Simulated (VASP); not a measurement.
# BaTe in VASP: further runs

The runs below take BaTe through single point, relaxation of cell and atoms, with PBEsol.

All numbers are computed with VASP 6.6.1; they aren't measurements. Logs are shortened: lines on timing, memory, paths and dates and some standing lists are left out, and cuts for length are marked.

**1. The cell of the first run**

The typed cell holds 2 atoms: a = 4.909 Å, b = 4.909 Å, c = 4.909 Å, α = 60.00°, β = 60.00°, γ = 60.00°.

**2. Single point, PBEsol (atoms moved at random)**

INCAR reads:

```
PREC = Accurate ; ENCUT = 520
EDIFF = 1E-7 ; ISMEAR = 0
SIGMA = 0.05 ; LREAL = False
LASPH = True ; NELM = 60
ALGO = Normal ; ISIF = 2
LWAVE = False ; LCHARG = False
GGA = PS ; NBANDS = 15
```

KPOINTS reads:

```
Automatic mesh
0
Gamma
  6 6 6
```

POSCAR reads:

```
BaTe
1.0
    0.0000000000      3.4713973956      3.4713973956
    3.4713973956      0.0000000000      3.4713973956
    3.4713973956      3.4713973956      0.0000000000
Ba Te
1 1
Direct
    0.0103777088     -0.0082703199     -0.0038527617
    0.4896222912      0.5082703199      0.5038527617
```

Potentials or basis: VASP PAW PBE potentials, release 64 (Ba_sv, Te).

Started as:

```sh
> cat potpaw_PBE.64/Ba_sv/POTCAR potpaw_PBE.64/Te/POTCAR > POTCAR
> mpirun -np 1 vasp_std > vasp.out
```

OUTCAR:

```text
PREC = Accurate
   ENCUT = 520
   EDIFF = 1E-7
   ISMEAR = 0
   LREAL = False
   LASPH = True
   NELM = 60
   ISIF = 2
   GGA = PS

 ion  position               nearest neighbor table
   1  0.010  0.992  0.996-   2 3.39   2 3.43   2 3.46   2 3.49   2 3.52   2 3.56
   2  0.490  0.508  0.504-   1 3.39   1 3.43   1 3.46   1 3.49   1 3.52   1 3.56

  LATTYP: Found a face centered cubic cell.
 ALAT       =     6.9427947912

  Lattice vectors:

 A1 = (   0.0000000000,   3.4713973956,   3.4713973956)
 A2 = (   3.4713973956,   0.0000000000,   3.4713973956)
 A3 = (   3.4713973956,   3.4713973956,   0.0000000000)

Analysis of symmetry for initial positions (statically):
=====================================================================
 Subroutine PRICEL returns:
 Original cell was already a primitive cell.

 Routine SETGRP: Setting up the symmetry group for a
 face centered cubic supercell.

 Subroutine GETGRP returns: Found  1 space group operations
 (whereof  1 operations were pure point group operations)
 out of a pool of 48 trial point group operations.

The static configuration has the point symmetry C_1 .

Analysis of symmetry for dynamics (positions and initial velocities):
=====================================================================
 Subroutine PRICEL returns:
 Original cell was already a primitive cell.

 Routine SETGRP: Setting up the symmetry group for a
 face centered cubic supercell.

 Subroutine GETGRP returns: Found  1 space group operations
 (whereof  1 operations were pure point group operations)
 out of a pool of 48 trial point group operations.

The dynamic configuration has the point symmetry C_1 .

 Subroutine INISYM returns: Found  1 space group operations
 (whereof  1 operations are pure point group operations),
 and found     1 'primitive' translations

----------------------------------------------------------------------------------------

                                     Primitive cell

  volume of cell :      83.6648

  direct lattice vectors                    reciprocal lattice vectors
     0.000000000  3.471397396  3.471397396    -0.144034215  0.144034215  0.144034215
     3.471397396  0.000000000  3.471397396     0.144034215 -0.144034215  0.144034215
     3.471397396  3.471397396  0.000000000     0.144034215  0.144034215 -0.144034215

  length of vectors
     4.909297277  4.909297277  4.909297277     0.249474579  0.249474579  0.249474579

  position of ions in fractional coordinates (direct lattice)
     0.010377709  0.991729680  0.996147238
     0.489622291  0.508270320  0.503852762

  ion indices of the primitive-cell ions
[... 88 lines left out ...]
   EMIN   =  10.00;   EMAX   =-10.00  energy-range for DOS
   EFERMI =   0.00;   METHOD = LEGACY
   ISMEAR =     0;   SIGMA  =   0.05  broadening in eV -4-tet -1-fermi 0-gaus
   EFERMI_NEDOS =   21; number of points for ismear=-14 and -15
   IALGO  =     38    algorithm
   IMIX   =      4    mixing-type and parameters
     AMIX     =   0.40;   BMIX     =  1.00
     AMIX_MAG =   1.60;   BMIX_MAG =  1.00
  volume/ion in A,a.u.               =      41.83       282.30
  Fermi-wavevector in a.u.,A,eV,Ry     =   0.943193  1.782376 12.103916  0.889613
  Thomas-Fermi vector in A             =   2.070876
   LORBIT       =      0    0 simple, 1 ext, 2 COOP (PROOUT), +10 PAW based schemes
   GGA     = PS    functional components
   LHFCALC =     F    Hartree Fock is set to
   AEXX    =    0.0000 exact exchange contribution
   IVDW    =     0    specifies the selected vdW correction
   LEPSILON=     F    determine dielectric tensor
   LRPA    =     F    only Hartree local field effects (RPA)
 non-spin polarized calculation
 Gauss-broadening in eV      SIGMA  =   0.05
  energy-cutoff  :      520.00
  volume of cell :       83.66
 maximum number of plane-waves:      2285
 NGX is ok and might be reduce to    40
   NGX = 19   NGY = 19   NGZ = 19

 number of electron      16.0000000 magnetization

 Free energy of the ion-electron system (eV)
  ---------------------------------------------------
  ext. energy  EPLUGINS =         0.00000000
  ---------------------------------------------------
  free energy    TOTEN  =        -9.17932096 eV

  energy without entropy =       -9.17932096  energy(sigma->0) =       -9.17932096

 E-fermi :   2.5109     XC(G=0):  -8.5083

 val. band max:        2.2964814043   @ k =   0.0000   0.0000   0.0000
 cond. band min:       3.6933825920   @ k =   0.0000   0.5000   0.5000
 fundamental gap:      1.3969011877
 Fermi energy:         2.5108637894

 k-point     1 :       0.0000    0.0000    0.0000
  band No.  band energies     occupation
      1     -24.6067      2.00000
      2      -9.7562      2.00000
      3      -9.7525      2.00000
      4      -9.7515      2.00000
      5      -7.3227      2.00000
      6       2.2945      2.00000
      7       2.2953      2.00000
      8       2.2965      2.00000
      9       5.1572      0.00000
     10       5.1581      0.00000
     11       5.1757      0.00000
     12       5.1837      0.00000
     13       5.8384      0.00000
     14       5.8591      0.00000
[... 401 lines left out ...]
      2     -10.0447      2.00000
      3      -9.7927      2.00000
      4      -9.7868      2.00000
      5      -6.8505      2.00000
      6       0.6008      2.00000
      7       1.5494      2.00000
      8       1.7337      2.00000
      9       4.7336      0.00000
     10       6.4463      0.00000
     11       6.6402      0.00000
     12       7.0876      0.00000
     13       7.1963      0.00000
     14       9.2215      0.00000
     15      10.4975      0.00000

 [... further k-points ...]

------------------------ aborting loop because EDIFF is reached ----------------------------------------

  FORCE on cell =-STRESS in cart. coord.  units (eV):
  Direction    XX          YY          ZZ          XY          YZ          ZX
  --------------------------------------------------------------------------------------
  -------------------------------------------------------------------------------------
  Total        0.3069050      0.2132254      0.1792224      0.0170306     -0.0029368      0.0054825
  in kB        5.8772151      4.0832559      3.4320993      0.3261356     -0.0562397      0.1049887
  external PRESSURE =       4.4641901 kB  Pullay stress =       0.0000000 kB

 VOLUME and BASIS-vectors are now :
 -----------------------------------------------------------------------------
  energy-cutoff  :      520.00
  volume of cell :       83.66
      direct lattice vectors                 reciprocal lattice vectors
     0.000000000  3.471397396  3.471397396    -0.144034215  0.144034215  0.144034215
     3.471397396  0.000000000  3.471397396     0.144034215 -0.144034215  0.144034215
     3.471397396  3.471397396  0.000000000     0.144034215  0.144034215 -0.144034215

 POSITION                                       TOTAL-FORCE (eV/Angst)
 -----------------------------------------------------------------------------------
      6.90071      3.49405      3.47871         0.198991     -0.104741     -0.033538
      3.51348      3.44875      3.46408        -0.198991      0.104741      0.033538
 -----------------------------------------------------------------------------------
    total drift:                                0.000119     -0.000152     -0.000009

  FREE ENERGIE OF THE ION-ELECTRON SYSTEM (eV)
  ---------------------------------------------------
  free  energy   TOTEN  =        -9.1793209596 eV

  energy  without entropy=       -9.1793209596  energy(sigma->0) =       -9.17932096
```

It took 64 s on 1 thread of Intel Xeon 6975P-C (Granite Rapids), shared host; peak memory 0.33 GiB.

Results:

```yaml
Free_energy: -9.1793 eV
Pressure: 0.4 GPa
Largest_force: 0.227 eV/Å
Band_gap_on_the_k_mesh: 1.40 eV (least direct gap 1.77 eV)
```

Forces on the atoms (eV/Å):
```
Ba   0.199 -0.105 -0.034
Te  -0.199  0.105  0.034
```

Caveat: the cell differs from its parent crystal (atoms moved at random); the PAW data sets were made with another functional, which shifts forces and pressure a little; spin-orbit coupling is left out, which moves the levels of the heavy elements. A k mesh can miss the band edges.

**3. Single point, PBEsol**

INCAR reads:

```
ALGO = Normal
EDIFF = 1E-7
ENCUT = 520
GGA = PS
ISIF = 2
ISMEAR = 0
LASPH = True
LCHARG = False
LREAL = False
LWAVE = False
NBANDS = 15
NELM = 60
PREC = Accurate
SIGMA = 0.05
```

KPOINTS reads:

```
k-points
0
Gamma
  6 6 6
```

POSCAR reads:

```
BaTe
1.0
   -0.0002567892      3.4698411612      3.4701733049
    3.4687853403     -0.0001628267      3.4700793424
    3.4686521375      3.4696139959     -0.0000296238
Ba Te
1 1
Direct
   -0.0000996996      0.0000601594      0.0000013847
    0.5000996996      0.4999398406      0.4999986153
```

Potentials or basis: VASP PAW PBE potentials, release 64 (Ba_sv, Te).

Started as:

```sh
> cat potpaw_PBE.64/Ba_sv/POTCAR potpaw_PBE.64/Te/POTCAR > POTCAR
> mpirun -np 1 vasp_std > vasp.out
```

It took 43 s on 1 thread of Intel Xeon 6975P-C (Granite Rapids), shared host; peak memory 0.31 GiB.

The run converged. Its results:

- Free energy: -9.1899 eV
- Pressure: 0.4 GPa
- Band gap on the k mesh: 1.37 eV (least direct gap 1.76 eV)

Levels at points of the mesh, in eV from the valence-band top:
| k point | band 6 | band 7 | band 8 | band 9 | band 10 | band 11 |
| --- | --- | --- | --- | --- | --- | --- |
| (0.00, 0.00, 0.00) | 0.00 | 0.00 | 0.00 | 2.84 | 2.84 | 2.85 |
| (0.50, 0.00, 0.00) | -2.36 | -1.20 | -1.20 | 4.11 | 4.76 | 4.90 |
| (0.00, 0.50, 0.00) | -2.36 | -1.20 | -1.20 | 4.11 | 4.76 | 4.90 |
| (0.50, 0.50, 0.00) | -1.16 | -0.39 | -0.39 | 1.37 | 4.46 | 4.65 |
| (0.00, 0.00, 0.50) | -2.36 | -1.20 | -1.20 | 4.11 | 4.76 | 4.90 |
| (0.50, 0.50, 0.50) | -2.36 | -1.20 | -1.20 | 4.11 | 4.76 | 4.90 |
| (0.50, 0.00, 0.50) | -1.16 | -0.39 | -0.39 | 1.37 | 4.46 | 4.65 |
| (0.00, 0.50, 0.50) | -1.16 | -0.39 | -0.39 | 1.37 | 4.46 | 4.65 |

Caveat: the PAW data sets were made with another functional, which shifts forces and pressure a little; spin-orbit coupling is left out, which moves the levels of the heavy elements. A k mesh can miss the band edges.

**4. Relaxation of cell and atoms, PBEsol**

INCAR reads:

```
PREC = Accurate
ENCUT = 600
EDIFF = 1E-7
ISMEAR = 0
SIGMA = 0.05
LREAL = F
LASPH = T
NELM = 80
ALGO = Normal
ISIF = 3
LWAVE = F
LCHARG = F
GGA = PS
IBRION = 2
NSW = 100
EDIFFG = -0.01
```

KPOINTS reads:

```
regular mesh
0
Gamma
  6 6 6
```

POSCAR reads:

```
BaTe
1.0
    0.0000000000      3.4713973956      3.4713973956
    3.4713973956      0.0000000000      3.4713973956
    3.4713973956      3.4713973956      0.0000000000
Ba Te
1 1
Direct
    0.0103777088     -0.0082703199     -0.0038527617
    0.4896222912      0.5082703199      0.5038527617
```

Started as:

```sh
> cat potpaw_PBE.64/Ba_sv/POTCAR potpaw_PBE.64/Te/POTCAR > POTCAR
> mpirun -np 1 vasp_std > vasp.out
```

Run time: 4.1 min. Hardware: 1 thread of Intel Xeon 6975P-C (Granite Rapids), shared host; peak memory 0.36 GiB.

It converged, with:

```
Free energy                           : -9.1913 eV
Relaxed volume                        : 42.31 Å³/atom
Relaxed cell                          : a = 4.927 Å, b = 4.929 Å, c = 4.932 Å, α = 59.97°, β = 59.96°, γ = 59.94°
Space group after relaxing (to 0.1 Å) : Fm-3m (No. 225)
Energy gained by relaxing             : 6.0 meV/atom
Ionic steps                           : 8
Pressure after relaxing               : 0.0 GPa
Band gap on the k mesh                : 1.40 eV (least direct gap 1.79 eV)
```

Step by step:
```csv
step,energy change (eV),largest force (eV/Å),pressure (GPa),volume (Å³)
1,0.0000,0.2273,0.44,83.66
2,-0.0057,0.1601,-0.13,85.08
3,-0.0061,0.1383,-0.32,85.59
4,-0.0097,0.0896,-0.18,85.14
5,-0.0119,0.0011,0.09,84.37
6,-0.0119,0.0075,0.07,84.43
7,-0.0120,0.0032,-0.03,84.69
8,-0.0120,0.0009,0.00,84.63
```

Final structure:
```
Ba Te
1.0
     0.00362    3.48419    3.48421
     3.48557    0.00226    3.48559
     3.48742    3.48742    0.00041
Ba Te
1 1
Direct
  0.99996 0.00002 0.99999
  0.50004 0.49998 0.50001
```

Levels at points of the mesh, in eV from the valence-band top:
```tsv
k point	band 4	band 5	band 6	band 7	band 8	band 9	band 10	band 11	band 12
(0.00, 0.00, 0.00)	-12.09	-9.61	-0.01	0.00	0.00	2.80	2.85	2.85	2.86
(0.50, 0.00, 0.00)	-12.11	-8.82	-2.32	-1.18	-1.18	4.09	4.73	4.87	4.88
(0.00, 0.50, 0.00)	-12.11	-8.82	-2.32	-1.18	-1.17	4.09	4.73	4.87	4.88
(0.00, 0.00, 0.50)	-12.11	-8.82	-2.32	-1.17	-1.17	4.09	4.73	4.87	4.88
(0.50, 0.50, 0.50)	-12.11	-8.82	-2.32	-1.17	-1.17	4.09	4.72	4.87	4.88
(0.50, 0.50, 0.00)	-12.18	-9.40	-1.16	-0.40	-0.39	1.40	4.43	4.59	5.62
(0.00, 0.50, 0.50)	-12.18	-9.40	-1.16	-0.39	-0.39	1.40	4.43	4.59	5.62
(0.50, 0.00, 0.50)	-12.18	-9.40	-1.16	-0.39	-0.39	1.40	4.43	4.59	5.62
```

Caveat: the PAW data sets were made with another functional, which shifts forces and pressure a little; spin-orbit coupling is left out, which moves the levels of the heavy elements.

**5. The runs side by side**

| task | cell | cutoff (eV) | gap on the mesh (eV) | pressure (GPa) |
| --- | --- | --- | --- | --- |
| single point | a = 4.909 Å, angles 60.0°, 2 atoms, atomic positions A | 520 | 1.40 | 0.4 |
| single point | a = 4.907, b = 4.907, c = 4.906 Å, angles 60.0°, 2 atoms, atomic positions B | 520 | 1.37 | 0.4 |
| relaxation of cell and atoms | relaxed from a = 4.909 Å, angles 60.0°, 2 atoms, atomic positions A | 600 | 1.40 | 0.0 |

Alike in all rows: level PBEsol; potentials or basis VASP PAW PBE potentials, release 64 (Ba_sv, Te); no spin polarisation; k mesh 6 × 6 × 6; smearing gaussian 0.05 eV.

Caveats: the PAW data sets were made with another functional, which shifts forces and pressure a little; spin-orbit coupling is left out, which moves the levels of the heavy elements.

Total energies depend on the potentials used, so only differences within one code and one set of settings carry meaning.
